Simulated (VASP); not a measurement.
Input of a VASP 6.6.1 run:

The input INCAR:

```
ALGO = Normal
EDIFF = 1E-7
ENCUT = 520
GGA = PS
ISIF = 2
ISMEAR = 0
LASPH = True
LCHARG = False
LREAL = False
LWAVE = False
NBANDS = 11
NELM = 80
PREC = Accurate
SIGMA = 0.15
```

File KPOINTS:

```
k-points
0
Gamma
  20 20 20
```

POSCAR

```
Pd
1.0
    0.0000000000      1.8962775000      1.8962775000
    1.8962775000      0.0000000000      1.8962775000
    1.8962775000      1.8962775000      0.0000000000
Pd
1
Direct
    0.0000000000      0.0000000000      0.0000000000
```

Potentials or basis: VASP PAW PBE potentials, release 64 (Pd).

Run with:

```sh
$ cat potpaw_PBE.64/Pd/POTCAR > POTCAR
$ mpirun -np 1 vasp_std > vasp.out
```

(1) What does it give for the band gap on the k mesh?

(2) Estimate the pressure.

Answers

(1) zero (band 5 reaches 11.35 eV, above the bottom of band 6 at 9.53 eV).

(2) 15.4 GPa.

Caveat: the cell differs from its parent crystal (strain -0.025 along x and y, -0.025 along z); the PAW data sets were made with another functional, which shifts forces and pressure a little.
